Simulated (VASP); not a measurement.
Crystal: AgBr.

```
Ag Br
1.0
     0.00000    2.92166    2.92166
     2.92166    0.00000    2.92166
     2.92166    2.92166    0.00000
Ag Br
1 1
Cartesian
  0.0000 0.0000 0.0000
  2.9217 2.9217 2.9217
```

```yaml
Program: VASP 6.6.1
Task: relaxation of cell and atoms
Functional: LDA
Potentials_or_basis: VASP PAW LDA potentials, release 64 (Ag, Br)
Cutoff: 500 eV
k_mesh: 8 × 8 × 8
Occupations: fermi-dirac, width 0.02 eV
Spin: no spin polarisation
```

At the start: pressure -6.0 GPa; volume 24.94 Å³/atom.

Task: Where does the relaxation end?

Result: Over 3 steps the energy falls by 67.6 meV/atom and the volume is 21.79 Å³/atom (-12.6 %); space group Fm-3m (No. 225, to 0.05 Å).

Step by step:
```tsv
step	energy change (eV)	largest force (eV/Å)	pressure (GPa)	volume (Å³)
1	0.0000	0.0000	-5.96	49.88
2	-0.1351	0.0000	0.15	43.48
3	-0.1351	0.0000	0.00	43.58
```

Final structure:
```yaml
crystal:
  lattice:
    - [0.00000, 2.79310, 2.79310]
    - [2.79310, 0.00000, 2.79310]
    - [2.79310, 2.79310, 0.00000]
  atoms:
    - { symbol: Ag, position: [0.00000, 0.00000, 0.00000] }
    - { symbol: Br, position: [0.50000, 0.50000, 0.50000] }
```

Caveat: the volume moved by -13 % from the deposited cell, more than functionals usually miss.
